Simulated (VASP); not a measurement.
# AlRu (Pm-3m) in VASP: single point with PBE

Aim: the single point of AlRu with PBE.

Program: VASP 6.6.1. These are calculated values, not measurements. Logs are shortened: lines on timing, memory, paths and dates and some standing lists are left out, and cuts for length are marked.

### 1 The cell of the first run

The structure is cubic, space group Pm-3m (No. 221). The conventional cell has a = 3.004 Å, b = 3.004 Å, c = 3.004 Å, α = 90.00°, β = 90.00°, γ = 90.00°. Within 3.4 Å of Ru (site symmetry m-3m) lie 8 Al at 2.60 Å and 6 Ru at 3.00 Å. Within 3.4 Å of Al (site symmetry m-3m) lie 8 Ru at 2.60 Å and 6 Al at 3.00 Å.

### 2 Single point, PBE

Input file INCAR:

```
ALGO = Normal
EDIFF = 1E-7
ENCUT = 520
GGA = PE
ISIF = 2
ISMEAR = 0
LASPH = True
LCHARG = True
LELF = True
LREAL = False
LVHAR = True
LWAVE = False
NBANDS = 16
NELM = 80
PREC = Accurate
SIGMA = 0.1
```

Input file KPOINTS:

```
k-points
0
Gamma
  16 16 16
```

Input file POSCAR:

```
AlRu
1.0
    3.0040345960      0.0000000000      0.0000000000
    0.0000000000      3.0040345960      0.0000000000
    0.0000000000      0.0000000000      3.0040345960
Ru Al
1 1
Direct
    0.0000000000      0.0000000000      0.0000000000
    0.5000000000      0.5000000000      0.5000000000
```

Potentials or basis: VASP PAW PBE potentials, release 64 (Ru_pv, Al).

Run with:

```sh
> cat potpaw_PBE.64/Ru_pv/POTCAR potpaw_PBE.64/Al/POTCAR > POTCAR
> mpirun -np 1 vasp_std > vasp.out
```

OUTCAR:

```text
EDIFF = 1E-7
   ENCUT = 520
   GGA = PE
   ISIF = 2
   ISMEAR = 0
   LASPH = True
   LREAL = False
   NELM = 80
   PREC = Accurate

 ion  position               nearest neighbor table
   1  0.000  0.000  0.000-   2 2.60   2 2.60   2 2.60   2 2.60   2 2.60   2 2.60   2 2.60   2 2.60

   2  0.500  0.500  0.500-   1 2.60   1 2.60   1 2.60   1 2.60   1 2.60   1 2.60   1 2.60   1 2.60

  LATTYP: Found a simple cubic cell.
 ALAT       =     3.0040345960

  Lattice vectors:

 A1 = (   3.0040345960,   0.0000000000,   0.0000000000)
 A2 = (   0.0000000000,   3.0040345960,   0.0000000000)
 A3 = (   0.0000000000,   0.0000000000,   3.0040345960)

Analysis of symmetry for initial positions (statically):
=====================================================================
 Subroutine PRICEL returns:
 Original cell was already a primitive cell.

 Routine SETGRP: Setting up the symmetry group for a
 simple cubic supercell.

 Subroutine GETGRP returns: Found 48 space group operations
 (whereof 48 operations were pure point group operations)
 out of a pool of 48 trial point group operations.

The static configuration has the point symmetry O_h .

Analysis of symmetry for dynamics (positions and initial velocities):
=====================================================================
 Subroutine PRICEL returns:
 Original cell was already a primitive cell.

 Routine SETGRP: Setting up the symmetry group for a
 simple cubic supercell.

 Subroutine GETGRP returns: Found 48 space group operations
 (whereof 48 operations were pure point group operations)
 out of a pool of 48 trial point group operations.

The dynamic configuration has the point symmetry O_h .

 Subroutine INISYM returns: Found 48 space group operations
 (whereof 48 operations are pure point group operations),
 and found     1 'primitive' translations

----------------------------------------------------------------------------------------

                                     Primitive cell

  volume of cell :      27.1091

  direct lattice vectors                    reciprocal lattice vectors
     3.004034596  0.000000000  0.000000000     0.332885647  0.000000000  0.000000000
     0.000000000  3.004034596  0.000000000     0.000000000  0.332885647  0.000000000
     0.000000000  0.000000000  3.004034596     0.000000000  0.000000000  0.332885647

  length of vectors
     3.004034596  3.004034596  3.004034596     0.332885647  0.332885647  0.332885647

  position of ions in fractional coordinates (direct lattice)
     0.000000000  0.000000000  0.000000000
     0.500000000  0.500000000  0.500000000

  ion indices of the primitive-cell ions
   primitive index   ion index
                 1           1
                 2           2

----------------------------------------------------------------------------------------

 KPOINTS: k-points

Automatic generation of k-mesh.
 Grid dimensions read from file:
 generate k-points for:   16   16   16

 Generating k-lattice:

  Cartesian coordinates                     Fractional coordinates (reciprocal lattice)
     0.020805353  0.000000000  0.000000000     0.062500000  0.000000000  0.000000000
     0.000000000  0.020805353  0.000000000     0.000000000  0.062500000  0.000000000
     0.000000000  0.000000000  0.020805353     0.000000000  0.000000000  0.062500000

  Length of vectors
     0.020805353  0.020805353  0.020805353

  Shift w.r.t. Gamma in fractional coordinates (k-lattice)
     0.000000000  0.000000000  0.000000000

 Subroutine IBZKPT returns following result:
 ===========================================

 Found    165 irreducible k-points:

 Following reciprocal coordinates:
            Coordinates               Weight
  0.000000  0.000000  0.000000      1.000000
  0.062500  0.000000  0.000000      6.000000
  0.125000  0.000000  0.000000      6.000000
  0.187500  0.000000  0.000000      6.000000
  0.250000  0.000000  0.000000      6.000000
  0.312500  0.000000  0.000000      6.000000
[... 16 lines left out ...]
  0.437500  0.125000  0.000000     24.000000
  0.500000  0.125000  0.000000     12.000000
 [... further k-points ...]
   k-points           NKPTS =    165   k-points in BZ     NKDIM =    165   number of bands    NBANDS=     16
   number of dos      NEDOS =    301   number of ions     NIONS =      2
   total plane-waves  NPLWV =  13824
   dimension x,y,z NGX =    24 NGY =   24 NGZ =   24
   dimension x,y,z NGXF=    48 NGYF=   48 NGZF=   48
   ions per type =               1   1
   NGX,Y,Z   is equivalent  to a cutoff of  13.28, 13.28, 13.28 a.u.
   NGXF,Y,Z  is equivalent  to a cutoff of  26.56, 26.56, 26.56 a.u.
 SYSTEM =  unknown system
   PREC   = accura    normal or accurate (medium, high low for compatibility)
   ISTART =      0    job   : 0-new  1-cont  2-samecut
   ICHARG =      2    charge: 1-file 2-atom 10-const
   ISPIN  =      1    spin polarized calculation?
   LNONCOLLINEAR =      F non collinear calculations
   LSORBIT =      F    spin-orbit coupling
   LASPH  =      T    aspherical Exc in radial PAW
   ENCUT  =  520.0 eV  38.22 Ry    6.18 a.u.   5.59  5.59  5.59*2*pi/ulx,y,z
   NELM   =     80;   NELMIN=  2; NELMDL= -5     # of ELM steps
   EDIFF  = 0.1E-06   stopping-criterion for ELM
   LREAL  =      F    real-space projection
   EDIFFG = 0.1E-05   stopping-criterion for IOM
   NSW    =      0    number of steps for IOM
   IBRION =     -1    ionic relax: 0-MD 1-quasi-New 2-CG
   NFREE  =      0    steps in history (QN), initial steepest desc. (CG)
   ISIF   =      2    stress and relaxation
   ISYM   =      2    0-nonsym 1-usesym 2-fastsym
   POTIM  = 0.5000    time-step for ionic-motion
   TEBEG  =    0.0;   TEEND  =   0.0 temperature during run
   PSTRESS=    0.0 pullay stress
   NELECT =      17.0000    total number of electrons
   NUPDOWN=      -1.0000    fix difference up-down
   EMIN   =  10.00;   EMAX   =-10.00  energy-range for DOS
   EFERMI =   0.00;   METHOD = LEGACY
   ISMEAR =     0;   SIGMA  =   0.10  broadening in eV -4-tet -1-fermi 0-gaus
   EFERMI_NEDOS =   21; number of points for ismear=-14 and -15
   IALGO  =     38    algorithm
   IMIX   =      4    mixing-type and parameters
     AMIX     =   0.40;   BMIX     =  1.00
     AMIX_MAG =   1.60;   BMIX_MAG =  1.00
  volume/ion in A,a.u.               =      13.55        91.47
  Fermi-wavevector in a.u.,A,eV,Ry     =   1.401263  2.648002 26.715542  1.963537
  Thomas-Fermi vector in A             =   2.524141
   LORBIT       =      0    0 simple, 1 ext, 2 COOP (PROOUT), +10 PAW based schemes
   GGA     = PE    functional components
   LHFCALC =     F    Hartree Fock is set to
   AEXX    =    0.0000 exact exchange contribution
   IVDW    =     0    specifies the selected vdW correction
   LEPSILON=     F    determine dielectric tensor
   LRPA    =     F    only Hartree local field effects (RPA)
 non-spin polarized calculation
 Gauss-broadening in eV      SIGMA  =   0.10
  energy-cutoff  :      520.00
  volume of cell :       27.11
 maximum number of plane-waves:       743
 NGX is ok and might be reduce to    24
   NGX = 11   NGY = 11   NGZ = 11

 number of electron      16.9999996 magnetization

 Free energy of the ion-electron system (eV)
  ---------------------------------------------------
  ext. energy  EPLUGINS =         0.00000000
  ---------------------------------------------------
  free energy    TOTEN  =       -14.26184430 eV

  energy without entropy =      -14.25295861  energy(sigma->0) =      -14.25740145

 E-fermi :  10.5568     XC(G=0): -12.5023

 val. band max:       10.5538042469   @ k =   0.4375   0.4375   0.1250
 cond. band min:      10.5638582013   @ k =   0.0625   0.0625   0.0625
 fundamental gap:      0.0100539544
 Fermi energy:        10.5567976919

 k-point     1 :       0.0000    0.0000    0.0000
  band No.  band energies     occupation
      1     -31.2214      2.00000
      2     -31.2214      2.00000
      3     -31.2214      2.00000
      4       0.9405      2.00000
      5       7.0430      2.00000
      6       7.0430      2.00000
[... 8 lines left out ...]
     15      22.6686      0.00000
     16      25.4146      0.00000

 k-point     2 :       0.0625    0.0000    0.0000
  band No.  band energies     occupation
      1     -31.2291      2.00000
      2     -31.2208      2.00000
      3     -31.2208      2.00000
      4       1.0149      2.00000
      5       7.0687      2.00000
      6       7.0690      2.00000
[... 8 lines left out ...]
     15      22.6688      0.00000
     16      25.6499      0.00000

 k-point     3 :       0.1250    0.0000    0.0000
  band No.  band energies     occupation
      1     -31.2510      2.00000
      2     -31.2189      2.00000
      3     -31.2189      2.00000
      4       1.2354      2.00000
      5       7.1296      2.00000
      6       7.1446      2.00000
[... 8 lines left out ...]
     15      22.6699      0.00000
     16      26.3942      0.00000

 k-point     4 :       0.1875    0.0000    0.0000
  band No.  band energies     occupation
      1     -31.2835      2.00000
      2     -31.2162      2.00000
      3     -31.2162      2.00000
      4       1.5947      2.00000
      5       7.1747      2.00000
      6       7.2617      2.00000
[... 8 lines left out ...]
     15      22.8671      0.00000
     16      27.6412      0.00000
[... 324 lines left out ...]
 k-point    22 :       0.3750    0.1250    0.0000
  band No.  band energies     occupation
      1     -31.3884      2.00000
      2     -31.2354      2.00000
      3     -31.2044      2.00000
      4       3.5831      2.00000
      5       6.4402      2.00000
      6       7.8303      2.00000
[... 8 lines left out ...]
     15      23.3952      0.00000
     16      24.5347      0.00000

 k-point    23 :       0.4375    0.1250    0.0000
  band No.  band energies     occupation
      1     -31.4096      2.00000
      2     -31.2334      2.00000
      3     -31.2025      2.00000
      4       4.3044      2.00000
      5       5.7858      2.00000
      6       7.9455      2.00000
[... 8 lines left out ...]
     15      22.6702      0.00000
     16      23.5302      0.00000

 k-point    24 :       0.5000    0.1250    0.0000
  band No.  band energies     occupation
      1     -31.4170      2.00000
      2     -31.2327      2.00000
      3     -31.2019      2.00000
      4       5.0216      2.00000
      5       5.0858      2.00000
      6       7.9902      2.00000
[... 8 lines left out ...]
     15      22.6700      0.00000
     16      22.7934      0.00000

 [... further k-points ...]
[... 5 lines left out ...]
  --------------------------------------------------------------------------------------
  -------------------------------------------------------------------------------------
  Total       -0.0089212     -0.0089212     -0.0089212      0.0000000      0.0000000     -0.0000000
  in kB       -0.5272554     -0.5272554     -0.5272554      0.0000000      0.0000000     -0.0000000
  external PRESSURE =      -0.5272554 kB  Pullay stress =       0.0000000 kB

 VOLUME and BASIS-vectors are now :
 -----------------------------------------------------------------------------
  energy-cutoff  :      520.00
  volume of cell :       27.11
      direct lattice vectors                 reciprocal lattice vectors
     3.004034596  0.000000000  0.000000000     0.332885647  0.000000000  0.000000000
     0.000000000  3.004034596  0.000000000     0.000000000  0.332885647  0.000000000
     0.000000000  0.000000000  3.004034596     0.000000000  0.000000000  0.332885647

 POSITION                                       TOTAL-FORCE (eV/Angst)
 -----------------------------------------------------------------------------------
      0.00000      0.00000      0.00000         0.000000      0.000000      0.000000
      1.50202      1.50202      1.50202         0.000000      0.000000      0.000000
 -----------------------------------------------------------------------------------
    total drift:                                0.000000      0.000000      0.000000

  FREE ENERGIE OF THE ION-ELECTRON SYSTEM (eV)
  ---------------------------------------------------
  free  energy   TOTEN  =       -14.2618442974 eV

  energy  without entropy=      -14.2529586124  energy(sigma->0) =      -14.25740145
```

Run time: 16 s. Hardware: 1 thread of Intel Xeon 6975P-C (Granite Rapids), shared host; peak memory 0.19 GiB.

What came out:

```
Free energy : -14.2618 eV
Pressure    : -0.1 GPa
```
